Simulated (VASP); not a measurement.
# W (I4/mmm) in VASP: a series of runs, part 2 of 2

VASP 6.6.1. The steps go on from the part before.

### 4 Single point, PBE (strain +0.050 along x and y, +0.000 along z)

File INCAR:

```
  PREC = Accurate
  ENCUT = 520
  EDIFF = 1E-7
  ISMEAR = 0
  SIGMA = 0.15
  LREAL = F
  LASPH = T
  NELM = 100
  ALGO = Fast
  ISIF = 2
  LWAVE = F
  LCHARG = F
  GGA = PE
  NBANDS = 13
```

File KPOINTS:

```
regular mesh
0
Gamma
  20 20 20
```

File POSCAR:

```
W
1.0
   -1.6771650000      1.6771650000      1.5973000000
    1.6771650000     -1.6771650000      1.5973000000
    1.6771650000      1.6771650000     -1.5973000000
W
1
Direct
    0.0000000000      0.0000000000      0.0000000000
```

Potentials or basis: VASP PAW PBE potentials, release 64 (W_sv).

Command:

```bash
cat potpaw_PBE.64/W_sv/POTCAR > POTCAR
mpirun -np 1 vasp_std > vasp.out
```

OUTCAR:

```text
PREC = Accurate
   ENCUT = 520
   EDIFF = 1E-7
   ISMEAR = 0
   LREAL = F
   LASPH = T
   NELM = 100
   ISIF = 2
   GGA = PE

 ion  position               nearest neighbor table
   1  0.000  0.000  0.000-

  LATTYP: Found a body centered tetragonal cell.
 ALAT       =     3.3543300000
 C/A-ratio  =     0.9523809524

  Lattice vectors:

 A1 = (  -1.6771650000,   1.6771650000,   1.5973000000)
 A2 = (   1.6771650000,  -1.6771650000,   1.5973000000)
[... 565 lines left out ...]
     13      27.8574      0.00000

 [... further k-points ...]

------------------------ aborting loop because EDIFF is reached ----------------------------------------

  FORCE on cell =-STRESS in cart. coord.  units (eV):
  Direction    XX          YY          ZZ          XY          YZ          ZX
  --------------------------------------------------------------------------------------
  -------------------------------------------------------------------------------------
  Total       -3.3226503     -3.3226503     -1.9386225      0.0000000     -0.0000000      0.0000000
  in kB     -296.2082564   -296.2082564   -172.8246858      0.0000000     -0.0000000      0.0000000
  external PRESSURE =    -255.0803995 kB  Pullay stress =       0.0000000 kB

 VOLUME and BASIS-vectors are now :
 -----------------------------------------------------------------------------
  energy-cutoff  :      520.00
  volume of cell :       17.97
      direct lattice vectors                 reciprocal lattice vectors
    -1.677165000  1.677165000  1.597300000     0.000000000  0.298122129  0.313028235
     1.677165000 -1.677165000  1.597300000     0.298122129  0.000000000  0.313028235
     1.677165000  1.677165000 -1.597300000     0.298122129  0.298122129  0.000000000

 POSITION                                       TOTAL-FORCE (eV/Angst)
 -----------------------------------------------------------------------------------
      0.00000      0.00000      0.00000        -0.000000      0.000000     -0.000000
 -----------------------------------------------------------------------------------
    total drift:                               -0.000000      0.000000      0.000000

  FREE ENERGIE OF THE ION-ELECTRON SYSTEM (eV)
  ---------------------------------------------------
  free  energy   TOTEN  =       -12.7779006124 eV

  energy  without entropy=      -12.7732448151  energy(sigma->0) =      -12.77557271
```

OSZICAR:

```text
N       E                     dE             d eps       ncg     rms          rms(c)
DAV:   1     0.852730470267E+02    0.85273E+02   -0.74445E+03 16735   0.120E+03
DAV:   2    -0.117769621508E+02   -0.97050E+02   -0.93365E+02 18946   0.313E+02
DAV:   3    -0.134979443426E+02   -0.17210E+01   -0.17126E+01 18181   0.404E+01
DAV:   4    -0.135060733379E+02   -0.81290E-02   -0.81285E-02 18391   0.306E+00
DAV:   5    -0.135061510023E+02   -0.77664E-04   -0.77664E-04 18471   0.286E-01    0.166E+01
RMM:   6    -0.129154979258E+02    0.59065E+00   -0.53329E-01 18072   0.663E+00    0.619E+00
RMM:   7    -0.127807249559E+02    0.13477E+00   -0.35115E-01 18150   0.533E+00    0.119E+00
RMM:   8    -0.127783829941E+02    0.23420E-02   -0.13815E-02 20513   0.121E+00    0.257E-01
RMM:   9    -0.127779213774E+02    0.46162E-03   -0.21539E-03 19789   0.526E-01    0.328E-02
RMM:  10    -0.127779068633E+02    0.14514E-04   -0.36498E-04 20485   0.222E-01    0.236E-02
RMM:  11    -0.127779008211E+02    0.60422E-05   -0.25444E-05 21129   0.673E-02    0.525E-03
RMM:  12    -0.127779004122E+02    0.40884E-06   -0.51941E-06 20696   0.278E-02    0.161E-03
RMM:  13    -0.127779006635E+02   -0.25122E-06   -0.98254E-07 18976   0.129E-02    0.353E-04
RMM:  14    -0.127779006124E+02    0.51095E-07   -0.26877E-07 15325   0.627E-03
   1 F= -.12777901E+02 E0= -.12775573E+02  d E =-.465580E-02
```

Wall time 3.7 min (1 thread of Intel Xeon 8259CL, shared host); peak memory 0.26 GiB.

Results:

- Free energy: -12.7779 eV
- Pressure: -25.5 GPa
- Band gap on the k mesh: zero (bands 7 and 8 overlap by 5.26 eV)

Stress tensor (GPa, compression positive):
```
-29.62   0.00   0.00
  0.00 -29.62   0.00
  0.00   0.00 -17.28
```

Caveat: the cell differs from its parent crystal (strain +0.050 along x and y, +0.000 along z); the cell stands under tension; spin-orbit coupling is left out, which moves the levels of the heavy elements.

### 5 Single point, PBE (strain +0.025 along x and y, +0.050 along z)

File INCAR:

```
SYSTEM = W
ALGO = Fast ; EDIFF = 1E-6
ENCUT = 520 ; GGA = PE
ISIF = 2 ; ISMEAR = 0
LASPH = .True. ; LCHARG = .True.
LELF = .True. ; LREAL = .False.
LVHAR = .True. ; LWAVE = .False.
NBANDS = 13 ; NELM = 100
PREC = Accurate ; SIGMA = 0.15
```

File KPOINTS:

```
k-points
0
Gamma
  20 20 20
  0 0 0
```

File POSCAR:

```
W
1.0
   -1.6372325000      1.6372325000      1.6771650000
    1.6372325000     -1.6372325000      1.6771650000
    1.6372325000      1.6372325000     -1.6771650000
W
1
Direct
    0.0000000000      0.0000000000      0.0000000000
```

Command:

```bash
cat potpaw_PBE.64/W_sv/POTCAR > POTCAR
mpirun -np 1 vasp_std > vasp.out
```

It took 2.6 min on 1 thread of Intel Xeon 8259CL, shared host; peak memory 0.26 GiB.

Results (log left out):

- Free energy: -12.7934 eV
- Pressure: -25.8 GPa
- Band gap on the k mesh: zero (bands 7 and 8 overlap by 5.14 eV)

Stress tensor (GPa, compression positive):
```
-23.85   0.00   0.00
  0.00 -23.85   0.00
  0.00   0.00 -29.78
```

Levels at points of the mesh, in eV from the Fermi level:
```csv
k point,band 3,band 4,band 5,band 6,band 7,band 8,band 9,band 10,band 11,band 12
"(0.00, 0.00, 0.00)",-38.10,-38.10,-8.94,-1.15,-1.15,-0.88,1.76,2.11,13.92,14.34
"(0.50, 0.00, 0.00)",-38.37,-38.10,-5.53,-2.93,0.27,1.62,2.59,5.05,9.10,11.18
"(0.50, 0.50, 0.00)",-38.40,-38.11,-5.50,-3.21,0.43,2.01,2.73,5.11,9.26,11.03
"(0.50, 0.50, 0.50)",-38.68,-38.68,-4.94,-4.88,4.23,4.31,4.31,6.88,7.51,7.51
```

Caveat: the cell differs from its parent crystal (strain +0.025 along x and y, +0.050 along z); the cell stands under tension; spin-orbit coupling is left out, which moves the levels of the heavy elements.

### 6 The runs side by side

| cell | further INCAR settings | gap on the mesh (eV) | pressure (GPa) |
| --- | --- | --- | --- |
| a = 2.813 Å, angles 110.8, 110.8, 106.8°, 1 atom | ALGO = Fast; EDIFF = 1e-06; NBANDS = 13 | none | -15.2 |
| a = 2.813 Å, angles 108.8, 108.8, 110.8°, 1 atom | ALGO = Fast; EDIFF = 1e-07; NBANDS = 13 | none | -15.6 |
| a = 2.860 Å, angles 108.2, 108.2, 112.1°, 1 atom | ALGO = Fast; EDIFF = 1e-07; NBANDS = 13 | none | -25.5 |
| a = 2.859 Å, angles 110.1, 110.1, 108.2°, 1 atom | ALGO = Fast; EDIFF = 1e-06; NBANDS = 13 | none | -25.8 |

Alike in all rows: task single point; level PBE; potentials or basis VASP PAW PBE potentials, release 64 (W_sv); no spin polarisation; k mesh 20 × 20 × 20; cutoff (eV) 520; smearing gaussian 0.15 eV.

Caveats: the cell stands under tension; spin-orbit coupling is left out, which moves the levels of the heavy elements.

Total energies depend on the potentials used, so only differences within one code and one set of settings carry meaning.
